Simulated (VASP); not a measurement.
# CdTe (I-4m2) in VASP: a series of runs, part 2 of 2

VASP 6.6.1. The steps go on from the part before.

### 6 Single point, r2SCAN (strain +0.000 along x and y, +0.025 along z)

POSCAR

```
CdTe
1.0
    0.0000000000      3.2050000000      3.2851250000
    3.2050000000      0.0000000000      3.2851250000
    3.2050000000      3.2050000000      0.0000000000
Cd Te
1 1
Direct
    0.0000000000      0.0000000000      0.0000000000
    0.7500000000      0.7500000000      0.7500000000
```

INCAR.step1

```
SYSTEM = CdTe
ALGO = Normal ; EDIFF = 1E-4
ENCUT = 520 ; GGA = PE
ISMEAR = 0 ; LASPH = .TRUE.
LCHARG = .FALSE. ; LREAL = .FALSE.
LWAVE = .TRUE. ; NBANDS = 16
NELM = 60 ; PREC = Accurate
SIGMA = 0.05
```

INCAR.step2

```
SYSTEM = CdTe
ALGO = Normal ; EDIFF = 1E-6
ENCUT = 520 ; ISIF = 2
ISMEAR = 0 ; ISTART = 1
LASPH = .TRUE. ; LCHARG = .FALSE.
LMIXTAU = .TRUE. ; LREAL = .FALSE.
LWAVE = .FALSE. ; METAGGA = R2SCAN
NBANDS = 16 ; NELM = 60
PREC = Accurate ; SIGMA = 0.05
```

KPOINTS

```
k-points
0
G
  8 8 8
  0 0 0
```

Potentials or basis: VASP PAW PBE potentials, release 64 (Cd, Te).

Command:

```
> cat potpaw_PBE.64/Cd/POTCAR potpaw_PBE.64/Te/POTCAR > POTCAR
> cp INCAR.step1 INCAR
> mpirun -np 1 vasp_std > vasp.out
> cp INCAR.step2 INCAR
> mpirun -np 1 vasp_std > vasp.out
```

OUTCAR:

```text
SYSTEM = CdTe
   EDIFF = 1E-6
   ENCUT = 520
   ISIF = 2
   ISMEAR = 0
   ISTART = 1
   LASPH = .TRUE.
   LREAL = .FALSE.
   METAGGA = R2SCAN
   NELM = 60
   PREC = Accurate

 ion  position               nearest neighbor table
   1  0.000  0.000  0.000-   2 2.80   2 2.80   2 2.80   2 2.80
   2  0.750  0.750  0.750-   1 2.80   1 2.80   1 2.80   1 2.80

  LATTYP: Found a body centered tetragonal cell.
 ALAT       =     4.5325544674
 C/A-ratio  =     1.4495689014

  Lattice vectors:

[... 627 lines left out ...]
      3      -6.3338      2.00000
      4      -6.1480      2.00000
      5      -6.1071      2.00000
      6      -5.9585      2.00000
[... 8 lines left out ...]
     15      11.9185      0.00000
     16      12.5685      0.00000

 [... further k-points ...]
[... 5 lines left out ...]
  --------------------------------------------------------------------------------------
  -------------------------------------------------------------------------------------
  Total        0.9276698      0.9276698      0.7579675      0.0000000     -0.0000000      0.0000000
  in kB       22.0224695     22.0224695     17.9938136      0.0000000     -0.0000000      0.0000000
  external PRESSURE =      20.6795842 kB  Pullay stress =       0.0000000 kB

 VOLUME and BASIS-vectors are now :
 -----------------------------------------------------------------------------
  energy-cutoff  :      520.00
  volume of cell :       67.49
      direct lattice vectors                 reciprocal lattice vectors
     0.000000000  3.205000000  3.285125000    -0.156006240  0.156006240  0.152201210
     3.205000000  0.000000000  3.285125000     0.156006240 -0.156006240  0.152201210
     3.205000000  3.205000000  0.000000000     0.156006240  0.156006240 -0.152201210

 POSITION                                       TOTAL-FORCE (eV/Angst)
 -----------------------------------------------------------------------------------
      0.00000      0.00000      0.00000        -0.000000     -0.000000     -0.000000
      4.80750      4.80750      4.92769         0.000000      0.000000      0.000000
 -----------------------------------------------------------------------------------
    total drift:                                0.000001      0.000001      0.000002

  FREE ENERGIE OF THE ION-ELECTRON SYSTEM (eV)
  ---------------------------------------------------
  free  energy   TOTEN  =       -46.6241139766 eV

  energy  without entropy=      -46.6241139766  energy(sigma->0) =      -46.62411398
```

OUTCAR.step1:

```text
SYSTEM = CdTe
   EDIFF = 1E-4
   ENCUT = 520
   GGA = PE
   ISMEAR = 0
   LASPH = .TRUE.
   LREAL = .FALSE.
[... 678 lines left out ...]
      0.00000      0.00000      0.00000         0.000000      0.000000      0.000000
      4.80750      4.80750      4.92769        -0.000000     -0.000000      0.000000
 -----------------------------------------------------------------------------------
    total drift:                               -0.000000     -0.000000      0.000001

  FREE ENERGIE OF THE ION-ELECTRON SYSTEM (eV)
  ---------------------------------------------------
  free  energy   TOTEN  =        -4.7638256373 eV

  energy  without entropy=       -4.7638256373  energy(sigma->0) =       -4.76382564
```

OSZICAR.step1:

```text
N       E                     dE             d eps       ncg     rms          rms(c)
DAV:   1     0.101357733588E+03    0.10136E+03   -0.82372E+03  1896   0.974E+02
DAV:   2    -0.130282443949E+01   -0.10266E+03   -0.97139E+02  2216   0.236E+02
DAV:   3    -0.495865533396E+01   -0.36558E+01   -0.36508E+01  2360   0.464E+01
DAV:   4    -0.499268346729E+01   -0.34028E-01   -0.34027E-01  2880   0.391E+00
DAV:   5    -0.499275748434E+01   -0.74017E-04   -0.74017E-04  2448   0.174E-01    0.572E+00
DAV:   6    -0.477815186239E+01    0.21461E+00   -0.37041E-01  2304   0.738E+00    0.465E+00
DAV:   7    -0.476259642819E+01    0.15555E-01   -0.10939E-01  2280   0.215E+00    0.176E+00
DAV:   8    -0.476346043987E+01   -0.86401E-03   -0.10999E-02  2120   0.120E+00    0.480E-01
DAV:   9    -0.476376961492E+01   -0.30918E-03   -0.95226E-04  2264   0.330E-01    0.113E-01
DAV:  10    -0.476382563729E+01   -0.56022E-04   -0.10486E-04  1952   0.102E-01
   1 F= -.47638256E+01 E0= -.47638256E+01  d E =-.376357E-16
```

It took 5.4 min on 1 thread of Intel Xeon Platinum 8175M at 2.50GHz (Skylake/Cascade Lake), shared host; peak memory 0.25 GiB.

Results:

| Item | Value |
| --- | --- |
| Free energy | -46.6241 eV |
| Pressure | 2.1 GPa |
| Band gap on the k mesh | 1.27 eV, direct |

Levels at points of the mesh, in eV from the valence-band top:
```
           k point  band 6  band 7  band 8  band 9  band 10  band 11  band 12  band 13
(0.00, 0.00, 0.00)   -8.33   -0.09    0.00    0.00     1.27     5.00     5.00     5.00
(0.50, 0.00, 0.00)   -7.95   -4.58   -0.90   -0.77     2.21     5.48     5.63     7.40
(0.50, 0.50, 0.00)   -7.82   -4.51   -1.90   -1.90     2.90     3.09     9.36     9.84
(0.50, 0.00, 0.50)   -7.78   -4.38   -2.03   -1.99     2.80     2.89     9.54     9.72
```

Caveat: the cell differs from its parent crystal (strain +0.000 along x and y, +0.025 along z); the PAW data sets were made with another functional, which shifts forces and pressure a little; spin-orbit coupling is left out, which moves the levels of the heavy elements.

### 7 The runs side by side

```tsv
cell	gap on the mesh (eV)	pressure (GPa)
a = 4.363, b = 4.363, c = 4.419 Å, angles 59.6, 59.6, 60.9°, 2 atoms	1.66	10.4
a = 4.476, b = 4.476, c = 4.419 Å, angles 60.4, 60.4, 59.2°, 2 atoms	1.52	6.5
a = 4.534, b = 4.534, c = 4.419 Å, angles 60.8, 60.8, 58.3°, 2 atoms	1.40	4.8
a = 4.476, b = 4.476, c = 4.533 Å, angles 59.6, 59.6, 60.8°, 2 atoms	1.41	4.8
a = 4.590, b = 4.590, c = 4.533 Å, angles 60.4, 60.4, 59.2°, 2 atoms	1.27	2.1
```

Alike in all rows: task single point; level r2SCAN; potentials or basis VASP PAW PBE potentials, release 64 (Cd, Te); no spin polarisation; k mesh 8 × 8 × 8; cutoff (eV) 520; smearing gaussian 0.05 eV.

Caveats: the PAW data sets were made with another functional, which shifts forces and pressure a little; spin-orbit coupling is left out, which moves the levels of the heavy elements.

Absolute energies hang on the potentials; compare differences alone.
